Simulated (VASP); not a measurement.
Runs of VASP 6.6.1 on Si. The structure is that of space group I4/mmm (No. 139), or close to it. The cells are those of the table. 

```tsv
cell	gap on the mesh (eV)	pressure (GPa)
a = 2.633, b = 2.633, c = 2.936 Å, angles 56.1, 56.1, 67.8°, 1 atom	none	(a)
a = 2.948, b = 2.948, c = 2.408 Å, angles 65.9, 65.9, 48.2°, 1 atom	none	8.6
a = 2.647, b = 2.647, c = 2.853 Å, angles 57.4, 57.4, 65.2°, 1 atom	none	(b)
a = 2.872, b = 2.872, c = 2.476 Å, angles 64.5, 64.5, 51.1°, 1 atom	none	3.9
a = 2.809, b = 2.809, c = 2.543 Å, angles 63.1, 63.1, 53.8°, 1 atom	none	1.2
```

Alike in all rows: task single point; level r2SCAN; potentials or basis VASP PAW PBE potentials, release 64 (Si); no spin polarisation; k mesh 24 × 24 × 24; cutoff (eV) 520; smearing gaussian 0.15 eV.

Q: Estimate the missing entries.

A: (a) 0.6; (b) -0.1.

Caveats: the PAW data sets were made with another functional, which shifts forces and pressure a little; the cell stands under pressure (at least some runs).

A gap of «none» marks levels without a gap at the run's occupations.
